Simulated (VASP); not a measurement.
# MgO (a.bA) (Fm-3m) in VASP: single point with PBEsol

Aim: the single point of MgO (a.bA) with PBEsol.

Program: VASP 6.6.1. These are calculated values, not measurements. Logs are shortened: lines on timing, memory, paths and dates and some standing lists are left out, and cuts for length are marked.

## Step 1: The cell of the first run

It takes space group Fm-3m (No. 225, cubic). The conventional cell has a = 4.220 Å, b = 4.220 Å, c = 4.220 Å, α = 90.00°, β = 90.00°, γ = 90.00°. Within 2.8 Å of Mg (site symmetry m-3m) lie 6 O at 2.11 Å. O (site symmetry m-3m) has 6 Mg at 2.11 Å within 2.8 Å.

## Step 2: Single point, PBEsol

Contents of INCAR:

```
SYSTEM = MgO
ALGO = Normal
EDIFF = 1E-6
ENCUT = 600
GGA = PS
GGA_COMPAT = .FALSE.
ISIF = 2
ISMEAR = 0
LASPH = .TRUE.
LCHARG = .FALSE.
LREAL = .FALSE.
LWAVE = .FALSE.
NBANDS = 11
NELM = 120
PREC = Accurate
SIGMA = 0.1
```

Contents of KPOINTS:

```
k-points
0
G
  8 8 8
  0 0 0
```

Contents of POSCAR:

```
MgO
1.0
    0.0000000000      2.1100000000      2.1100000000
    2.1100000000      0.0000000000      2.1100000000
    2.1100000000      2.1100000000      0.0000000000
Mg O
1 1
Direct
    0.0000000000      0.0000000000      0.0000000000
    0.5000000000      0.5000000000      0.5000000000
```

Potentials or basis: VASP PAW PBE potentials, release 64 (Mg, O).

Command:

```sh
> cat potpaw_PBE.64/Mg/POTCAR potpaw_PBE.64/O/POTCAR > POTCAR
> mpirun -np 1 vasp_std > vasp.out
```

OUTCAR:

```text
SYSTEM = MgO
   EDIFF = 1E-6
   ENCUT = 600
   GGA = PS
   ISIF = 2
   ISMEAR = 0
   LASPH = .TRUE.
   LREAL = .FALSE.
   NELM = 120
   PREC = Accurate

 ion  position               nearest neighbor table
   1  0.000  0.000  0.000-   2 2.11   2 2.11   2 2.11   2 2.11   2 2.11   2 2.11
   2  0.500  0.500  0.500-   1 2.11   1 2.11   1 2.11   1 2.11   1 2.11   1 2.11

  LATTYP: Found a face centered cubic cell.
 ALAT       =     4.2200000000

  Lattice vectors:

 A1 = (   0.0000000000,   2.1100000000,   2.1100000000)
 A2 = (   2.1100000000,   0.0000000000,   2.1100000000)
 A3 = (   2.1100000000,   2.1100000000,   0.0000000000)

Analysis of symmetry for initial positions (statically):
=====================================================================
 Subroutine PRICEL returns:
 Original cell was already a primitive cell.

 Routine SETGRP: Setting up the symmetry group for a
 face centered cubic supercell.

 Subroutine GETGRP returns: Found 48 space group operations
[... 9 lines left out ...]

 Routine SETGRP: Setting up the symmetry group for a
 face centered cubic supercell.

 Subroutine GETGRP returns: Found 48 space group operations
[... 11 lines left out ...]
                                     Primitive cell

  volume of cell :      18.7879

  direct lattice vectors                    reciprocal lattice vectors
     0.000000000  2.110000000  2.110000000    -0.236966825  0.236966825  0.236966825
     2.110000000  0.000000000  2.110000000     0.236966825 -0.236966825  0.236966825
     2.110000000  2.110000000  0.000000000     0.236966825  0.236966825 -0.236966825

  length of vectors
     2.983990617  2.983990617  2.983990617     0.410438580  0.410438580  0.410438580

  position of ions in fractional coordinates (direct lattice)
     0.000000000  0.000000000  0.000000000
     0.500000000  0.500000000  0.500000000

  ion indices of the primitive-cell ions
   primitive index   ion index
                 1           1
                 2           2

----------------------------------------------------------------------------------------

 KPOINTS: k-points

Automatic generation of k-mesh.
 Grid dimensions read from file:
 generate k-points for:    8    8    8

 Generating k-lattice:

  Cartesian coordinates                     Fractional coordinates (reciprocal lattice)
    -0.029620853  0.029620853  0.029620853     0.125000000  0.000000000  0.000000000
     0.029620853 -0.029620853  0.029620853     0.000000000  0.125000000  0.000000000
     0.029620853  0.029620853 -0.029620853     0.000000000  0.000000000  0.125000000
[... 57 lines left out ...]
   EDIFF  = 0.1E-05   stopping-criterion for ELM
   LREAL  =      F    real-space projection
   EDIFFG = 0.1E-04   stopping-criterion for IOM
   NSW    =      0    number of steps for IOM
   IBRION =     -1    ionic relax: 0-MD 1-quasi-New 2-CG
   NFREE  =      0    steps in history (QN), initial steepest desc. (CG)
   ISIF   =      2    stress and relaxation
   ISYM   =      2    0-nonsym 1-usesym 2-fastsym
   POTIM  = 0.5000    time-step for ionic-motion
   TEBEG  =    0.0;   TEEND  =   0.0 temperature during run
   PSTRESS=    0.0 pullay stress
   NELECT =       8.0000    total number of electrons
   NUPDOWN=      -1.0000    fix difference up-down
   EMIN   =  10.00;   EMAX   =-10.00  energy-range for DOS
   EFERMI =   0.00;   METHOD = LEGACY
   ISMEAR =     0;   SIGMA  =   0.10  broadening in eV -4-tet -1-fermi 0-gaus
   EFERMI_NEDOS =   21; number of points for ismear=-14 and -15
   IALGO  =     38    algorithm
   IMIX   =      4    mixing-type and parameters
     AMIX     =   0.40;   BMIX     =  1.00
     AMIX_MAG =   1.60;   BMIX_MAG =  1.00
  volume/ion in A,a.u.               =       9.39        63.39
  Fermi-wavevector in a.u.,A,eV,Ry     =   1.231627  2.327437 20.638731  1.516904
  Thomas-Fermi vector in A             =   2.366429
   LORBIT       =      0    0 simple, 1 ext, 2 COOP (PROOUT), +10 PAW based schemes
   GGA     = PS    functional components
   LHFCALC =     F    Hartree Fock is set to
   AEXX    =    0.0000 exact exchange contribution
   IVDW    =     0    specifies the selected vdW correction
   LEPSILON=     F    determine dielectric tensor
   LRPA    =     F    only Hartree local field effects (RPA)
 non-spin polarized calculation
 Gauss-broadening in eV      SIGMA  =   0.10
  energy-cutoff  :      600.00
  volume of cell :       18.79
 maximum number of plane-waves:       638
   NGX = 11   NGY = 11   NGZ = 11

 number of electron       8.0000005 magnetization

 Free energy of the ion-electron system (eV)
  ---------------------------------------------------
  ext. energy  EPLUGINS =         0.00000000
  ---------------------------------------------------
  free energy    TOTEN  =       -12.51503270 eV

  energy without entropy =      -12.51503270  energy(sigma->0) =      -12.51503270

 E-fermi :   3.5059     XC(G=0): -11.2827

 val. band max:        3.0233345297   @ k =   0.0000   0.0000   0.0000
 cond. band min:       7.6045113528   @ k =   0.0000   0.0000   0.0000
 fundamental gap:      4.5811768231
 Fermi energy:         3.5059133556

 k-point     1 :       0.0000    0.0000    0.0000
  band No.  band energies     occupation
      1     -14.1525      2.00000
      2       3.0233      2.00000
      3       3.0233      2.00000
      4       3.0233      2.00000
      5       7.6045      0.00000
      6      18.6261      0.00000
      7      18.6261      0.00000
      8      18.6261      0.00000
      9      22.4533      0.00000
     10      24.3307      0.00000
     11      24.3307      0.00000
[... 309 lines left out ...]
 k-point    24 :      -0.3750    0.2500    0.1250
  band No.  band energies     occupation
      1     -12.7003      2.00000
      2      -1.0123      2.00000
      3       1.0679      2.00000
      4       2.0297      2.00000
      5      12.5153      0.00000
      6      15.0496      0.00000
      7      16.3435      0.00000
      8      19.7263      0.00000
      9      23.3344      0.00000
     10      24.8745      0.00000
     11      28.9562      0.00000

 [... further k-points ...]
[... 5 lines left out ...]
  --------------------------------------------------------------------------------------
  -------------------------------------------------------------------------------------
  Total       -0.1619377     -0.1619377     -0.1619377     -0.0000000      0.0000000      0.0000000
  in kB      -13.8096057    -13.8096057    -13.8096057     -0.0000000      0.0000000      0.0000000
  external PRESSURE =     -13.8096057 kB  Pullay stress =       0.0000000 kB

 VOLUME and BASIS-vectors are now :
 -----------------------------------------------------------------------------
  energy-cutoff  :      600.00
  volume of cell :       18.79
      direct lattice vectors                 reciprocal lattice vectors
     0.000000000  2.110000000  2.110000000    -0.236966825  0.236966825  0.236966825
     2.110000000  0.000000000  2.110000000     0.236966825 -0.236966825  0.236966825
     2.110000000  2.110000000  0.000000000     0.236966825  0.236966825 -0.236966825

 POSITION                                       TOTAL-FORCE (eV/Angst)
 -----------------------------------------------------------------------------------
      0.00000      0.00000      0.00000         0.000000     -0.000000      0.000000
      2.11000      2.11000      2.11000        -0.000000      0.000000     -0.000000
 -----------------------------------------------------------------------------------
    total drift:                               -0.000000     -0.000000      0.000000

  FREE ENERGIE OF THE ION-ELECTRON SYSTEM (eV)
  ---------------------------------------------------
  free  energy   TOTEN  =       -12.5150326975 eV

  energy  without entropy=      -12.5150326975  energy(sigma->0) =      -12.51503270
```

Wall time 17 s (1 thread of Intel Xeon 8259CL, shared host); peak memory 0.14 GiB.

Results:

* Free energy: -12.5150 eV
* Pressure: -1.4 GPa
* Band gap on the k mesh: 4.58 eV, direct

Caveat: the PAW data sets were made with another functional, which shifts forces and pressure a little.
